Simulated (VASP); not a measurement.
# TiC in VASP: a series of runs

The runs below take TiC through single point, with PBEsol.

All numbers are computed with VASP 6.6.1; they aren't measurements. Logs are shortened: lines on timing, memory, paths and dates and some standing lists are left out, and cuts for length are marked.

## Step 1: The cell of the first run

It takes space group Fm-3m (No. 225, cubic). The conventional cell has a = 4.401 Å, b = 4.401 Å, c = 4.401 Å, α = 90.00°, β = 90.00°, γ = 90.00°. Ti (site symmetry m-3m) has 6 C at 2.20 Å within 2.9 Å. Within 2.9 Å of C (site symmetry m-3m) lie 6 Ti at 2.20 Å.

## Step 2: Single point, PBEsol (strain +0.025 along x and y, +0.025 along z)

File INCAR:

```
PREC = Accurate
ENCUT = 520
EDIFF = 1E-7
ISMEAR = 0
SIGMA = 0.15
LREAL = F
LASPH = T
NELM = 100
ALGO = Normal
ISIF = 2
LWAVE = F
LCHARG = T
GGA = PS
LELF = T
LVHAR = T
NBANDS = 15
```

File KPOINTS:

```
regular mesh
0
Gamma
  24 24 24
```

File POSCAR:

```
TiC
1.0
    0.0000000000      2.2003526214      2.2003526214
    2.2003526214      0.0000000000      2.2003526214
    2.2003526214      2.2003526214      0.0000000000
Ti C
1 1
Direct
    0.0000000000      0.0000000000      0.0000000000
    0.5000000000      0.5000000000      0.5000000000
```

Potentials or basis: VASP PAW PBE potentials, release 64 (Ti_sv, C).

Run with:

```console
$ cat potpaw_PBE.64/Ti_sv/POTCAR potpaw_PBE.64/C/POTCAR > POTCAR
$ mpirun -np 1 vasp_std > vasp.out
```

OUTCAR:

```text
PREC = Accurate
   ENCUT = 520
   EDIFF = 1E-7
   ISMEAR = 0
   LREAL = F
   LASPH = T
   NELM = 100
   ISIF = 2
   GGA = PS

 ion  position               nearest neighbor table
   1  0.000  0.000  0.000-   2 2.20   2 2.20   2 2.20   2 2.20   2 2.20   2 2.20
   2  0.500  0.500  0.500-   1 2.20   1 2.20   1 2.20   1 2.20   1 2.20   1 2.20

  LATTYP: Found a face centered cubic cell.
 ALAT       =     4.4007052428

  Lattice vectors:

 A1 = (   0.0000000000,   2.2003526214,   2.2003526214)
 A2 = (   2.2003526214,   0.0000000000,   2.2003526214)
 A3 = (   2.2003526214,   2.2003526214,   0.0000000000)

Analysis of symmetry for initial positions (statically):
=====================================================================
 Subroutine PRICEL returns:
 Original cell was already a primitive cell.

 Routine SETGRP: Setting up the symmetry group for a
 face centered cubic supercell.

 Subroutine GETGRP returns: Found 48 space group operations
 (whereof 48 operations were pure point group operations)
 out of a pool of 48 trial point group operations.

The static configuration has the point symmetry O_h .

Analysis of symmetry for dynamics (positions and initial velocities):
=====================================================================
 Subroutine PRICEL returns:
 Original cell was already a primitive cell.

 Routine SETGRP: Setting up the symmetry group for a
 face centered cubic supercell.

 Subroutine GETGRP returns: Found 48 space group operations
 (whereof 48 operations were pure point group operations)
 out of a pool of 48 trial point group operations.

The dynamic configuration has the point symmetry O_h .

 Subroutine INISYM returns: Found 48 space group operations
 (whereof 48 operations are pure point group operations),
 and found     1 'primitive' translations

----------------------------------------------------------------------------------------

                                     Primitive cell

  volume of cell :      21.3062

  direct lattice vectors                    reciprocal lattice vectors
     0.000000000  2.200352621  2.200352621    -0.227236305  0.227236305  0.227236305
     2.200352621  0.000000000  2.200352621     0.227236305 -0.227236305  0.227236305
     2.200352621  2.200352621  0.000000000     0.227236305  0.227236305 -0.227236305

  length of vectors
     3.111768519  3.111768519  3.111768519     0.393584826  0.393584826  0.393584826

  position of ions in fractional coordinates (direct lattice)
     0.000000000  0.000000000  0.000000000
     0.500000000  0.500000000  0.500000000

  ion indices of the primitive-cell ions
   primitive index   ion index
                 1           1
                 2           2

----------------------------------------------------------------------------------------

 KPOINTS: regular mesh

Automatic generation of k-mesh.
 Grid dimensions read from file:
 generate k-points for:   24   24   24

 Generating k-lattice:

  Cartesian coordinates                     Fractional coordinates (reciprocal lattice)
    -0.009468179  0.009468179  0.009468179     0.041666667  0.000000000  0.000000000
     0.009468179 -0.009468179  0.009468179     0.000000000  0.041666667  0.000000000
     0.009468179  0.009468179 -0.009468179     0.000000000  0.000000000  0.041666667

  Length of vectors
     0.016399368  0.016399368  0.016399368

  Shift w.r.t. Gamma in fractional coordinates (k-lattice)
     0.000000000  0.000000000  0.000000000

 Subroutine IBZKPT returns following result:
 ===========================================

 Found    413 irreducible k-points:

 Following reciprocal coordinates:
            Coordinates               Weight
  0.000000  0.000000  0.000000      1.000000
  0.041667  0.000000  0.000000      8.000000
  0.083333  0.000000  0.000000      8.000000
  0.125000  0.000000  0.000000      8.000000
  0.166667  0.000000  0.000000      8.000000
  0.208333  0.000000  0.000000      8.000000
[... 16 lines left out ...]
  0.416667  0.041667  0.000000     24.000000
  0.458333  0.041667  0.000000     24.000000
 [... further k-points ...]
   k-points           NKPTS =    413   k-points in BZ     NKDIM =    413   number of bands    NBANDS=     15
   number of dos      NEDOS =    301   number of ions     NIONS =      2
   total plane-waves  NPLWV =  13824
   dimension x,y,z NGX =    24 NGY =   24 NGZ =   24
   dimension x,y,z NGXF=    48 NGYF=   48 NGZF=   48
   ions per type =               1   1
   NGX,Y,Z   is equivalent  to a cutoff of  12.82, 12.82, 12.82 a.u.
   NGXF,Y,Z  is equivalent  to a cutoff of  25.64, 25.64, 25.64 a.u.
 SYSTEM =  unknown system
   PREC   = accura    normal or accurate (medium, high low for compatibility)
   ISTART =      0    job   : 0-new  1-cont  2-samecut
   ICHARG =      2    charge: 1-file 2-atom 10-const
   ISPIN  =      1    spin polarized calculation?
   LNONCOLLINEAR =      F non collinear calculations
   LSORBIT =      F    spin-orbit coupling
   LASPH  =      T    aspherical Exc in radial PAW
   ENCUT  =  520.0 eV  38.22 Ry    6.18 a.u.   5.79  5.79  5.79*2*pi/ulx,y,z
   NELM   =    100;   NELMIN=  2; NELMDL= -5     # of ELM steps
   EDIFF  = 0.1E-06   stopping-criterion for ELM
   LREAL  =      F    real-space projection
   EDIFFG = 0.1E-05   stopping-criterion for IOM
   NSW    =      0    number of steps for IOM
   IBRION =     -1    ionic relax: 0-MD 1-quasi-New 2-CG
   NFREE  =      0    steps in history (QN), initial steepest desc. (CG)
   ISIF   =      2    stress and relaxation
   ISYM   =      2    0-nonsym 1-usesym 2-fastsym
   POTIM  = 0.5000    time-step for ionic-motion
   TEBEG  =    0.0;   TEEND  =   0.0 temperature during run
   PSTRESS=    0.0 pullay stress
   NELECT =      16.0000    total number of electrons
   NUPDOWN=      -1.0000    fix difference up-down
   EMIN   =  10.00;   EMAX   =-10.00  energy-range for DOS
   EFERMI =   0.00;   METHOD = LEGACY
   ISMEAR =     0;   SIGMA  =   0.15  broadening in eV -4-tet -1-fermi 0-gaus
   EFERMI_NEDOS =   21; number of points for ismear=-14 and -15
   IALGO  =     38    algorithm
   IMIX   =      4    mixing-type and parameters
     AMIX     =   0.40;   BMIX     =  1.00
     AMIX_MAG =   1.60;   BMIX_MAG =  1.00
  volume/ion in A,a.u.               =      10.65        71.89
  Fermi-wavevector in a.u.,A,eV,Ry     =   1.488033  2.811974 30.126591  2.214242
  Thomas-Fermi vector in A             =   2.601119
   LORBIT       =      0    0 simple, 1 ext, 2 COOP (PROOUT), +10 PAW based schemes
   GGA     = PS    functional components
   LHFCALC =     F    Hartree Fock is set to
   AEXX    =    0.0000 exact exchange contribution
   IVDW    =     0    specifies the selected vdW correction
   LEPSILON=     F    determine dielectric tensor
   LRPA    =     F    only Hartree local field effects (RPA)
 non-spin polarized calculation
 Gauss-broadening in eV      SIGMA  =   0.15
  energy-cutoff  :      520.00
  volume of cell :       21.31
 maximum number of plane-waves:       588
   NGX = 11   NGY = 11   NGZ = 11

 number of electron      15.9999997 magnetization

 Free energy of the ion-electron system (eV)
  ---------------------------------------------------
  ext. energy  EPLUGINS =         0.00000000
  ---------------------------------------------------
  free energy    TOTEN  =       -19.72089758 eV

  energy without entropy =      -19.71732741  energy(sigma->0) =      -19.71911249

 E-fermi :   8.7496     XC(G=0): -12.6152

 val. band max:        8.7467515691   @ k =   0.1250   0.1250   0.0000
 cond. band min:       8.7516285546   @ k =   0.1667   0.1667   0.0000
 fundamental gap:      0.0048769854
 Fermi energy:         8.7495509489

 k-point     1 :       0.0000    0.0000    0.0000
  band No.  band energies     occupation
      1     -47.7167      2.00000
      2     -23.8652      2.00000
      3     -23.8652      2.00000
      4     -23.8652      2.00000
      5      -3.3919      2.00000
      6       9.3972      0.00000
      7       9.3972      0.00000
      8       9.3972      0.00000
      9      10.3775      0.00000
     10      10.3775      0.00000
     11      10.3962      0.00000
     12      10.3962      0.00000
     13      10.3962      0.00000
     14      18.5399      0.00000
     15      22.4881      0.00000

 k-point     2 :       0.0417    0.0000    0.0000
  band No.  band energies     occupation
      1     -47.7156      2.00000
      2     -23.8728      2.00000
      3     -23.8660      2.00000
      4     -23.8660      2.00000
      5      -3.3545      2.00000
      6       9.1950      0.00003
      7       9.3444      0.00000
      8       9.3444      0.00000
      9       9.8648      0.00000
     10       9.8648      0.00000
     11      10.5050      0.00000
     12      11.0157      0.00000
     13      11.0157      0.00000
     14      18.6149      0.00000
     15      22.4992      0.00000

 k-point     3 :       0.0833    0.0000    0.0000
  band No.  band energies     occupation
      1     -47.7127      2.00000
      2     -23.8946      2.00000
      3     -23.8681      2.00000
      4     -23.8681      2.00000
      5      -3.2433      2.00000
      6       8.7316      1.13444
      7       8.9992      0.01858
      8       8.9992      0.01858
      9       9.7075      0.00000
     10       9.7075      0.00000
     11      10.7033      0.00000
     12      11.6780      0.00000
     13      11.6780      0.00000
     14      18.8218      0.00000
     15      22.5115      0.00000
[... 343 lines left out ...]
 k-point    23 :       0.4167    0.0417    0.0000
  band No.  band energies     occupation
      1     -47.6614      2.00000
      2     -24.2502      2.00000
      3     -23.9083      2.00000
      4     -23.9053      2.00000
      5      -0.6288      2.00000
      6       3.7939      2.00000
      7       6.1324      2.00000
      8       6.2437      2.00000
      9      11.1459      0.00000
     10      11.3585      0.00000
     11      12.2815      0.00000
     12      15.8605      0.00000
     13      16.1995      0.00000
     14      17.4684      0.00000
     15      23.5461      0.00000

 k-point    24 :       0.4583    0.0417    0.0000
  band No.  band energies     occupation
      1     -47.6578      2.00000
      2     -24.2746      2.00000
      3     -23.9095      2.00000
      4     -23.9093      2.00000
      5      -0.2971      2.00000
      6       3.3714      2.00000
      7       6.0323      2.00000
      8       6.1068      2.00000
      9      11.3279      0.00000
     10      11.4648      0.00000
     11      12.4679      0.00000
     12      16.1969      0.00000
     13      16.3082      0.00000
     14      17.1172      0.00000
     15      23.2078      0.00000

 [... further k-points ...]

------------------------ aborting loop because EDIFF is reached ----------------------------------------

  FORCE on cell =-STRESS in cart. coord.  units (eV):
  Direction    XX          YY          ZZ          XY          YZ          ZX
  --------------------------------------------------------------------------------------
  -------------------------------------------------------------------------------------
  Total       -2.2308414     -2.2308414     -2.2308414      0.0000000      0.0000000     -0.0000000
  in kB     -167.7538220   -167.7538220   -167.7538220      0.0000000      0.0000000     -0.0000000
  external PRESSURE =    -167.7538220 kB  Pullay stress =       0.0000000 kB

 VOLUME and BASIS-vectors are now :
 -----------------------------------------------------------------------------
  energy-cutoff  :      520.00
  volume of cell :       21.31
      direct lattice vectors                 reciprocal lattice vectors
     0.000000000  2.200352621  2.200352621    -0.227236305  0.227236305  0.227236305
     2.200352621  0.000000000  2.200352621     0.227236305 -0.227236305  0.227236305
     2.200352621  2.200352621  0.000000000     0.227236305  0.227236305 -0.227236305

 POSITION                                       TOTAL-FORCE (eV/Angst)
 -----------------------------------------------------------------------------------
      0.00000      0.00000      0.00000        -0.000000      0.000000     -0.000000
      2.20035      2.20035      2.20035         0.000000     -0.000000      0.000000
 -----------------------------------------------------------------------------------
    total drift:                                0.000000     -0.000000     -0.000000

  FREE ENERGIE OF THE ION-ELECTRON SYSTEM (eV)
  ---------------------------------------------------
  free  energy   TOTEN  =       -19.7208975783 eV

  energy  without entropy=      -19.7173274061  energy(sigma->0) =      -19.71911249
```

Run time: 1.8 min. Hardware: 1 thread of Intel Xeon 8259CL, shared host; peak memory 0.25 GiB.

What came out:

| Quantity | Value |
| --- | --- |
| Free energy | -19.7209 eV |
| Pressure | -16.8 GPa |
| Band gap on the k mesh | zero (bands 8 and 9 overlap by 1.04 eV) |

Caveat: the cell differs from its parent crystal (strain +0.025 along x and y, +0.025 along z); the cell stands under tension; the PAW data sets were made with another functional, which shifts forces and pressure a little.

(Part 1 of 2 ends here.)
